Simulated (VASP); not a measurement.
Here is a VASP 6.6.1 calculation.

File INCAR:

```
PREC = Accurate
ENCUT = 520
EDIFF = 1E-6
ISMEAR = -1
SIGMA = 0.1
LREAL = False
LASPH = True
NELM = 100
ALGO = Normal
ISIF = 2
LWAVE = False
LCHARG = False
GGA = CA
NBANDS = 11
```

Contents of KPOINTS:

```
regular mesh
0
Gamma
  13 13 13
```

The input POSCAR:

```
Si
1.0
    0.0000000000      2.4207478405      2.4207478405
    2.4207478405      0.0000000000      2.4207478405
    2.4207478405      2.4207478405      0.0000000000
Si
2
Direct
   -0.1250000000     -0.1250000000     -0.1250000000
    0.1250000000      0.1250000000      0.1250000000
```

Potentials or basis: VASP PAW LDA potentials, release 64 (Si).

The run is started by

```console
$ cat potpaw_LDA.64/Si/POTCAR > POTCAR
$ mpirun -np 1 vasp_std > vasp.out
```

Question: What does it give for the band gap on the k mesh?

Answer: Zero (bands 4 and 5 overlap by 0.32 eV).

Question: Predict the pressure.

Answer: 61.5 GPa.

Caveat: the cell stands under pressure; semilocal functionals underestimate gaps, so a narrow gap can read as zero.
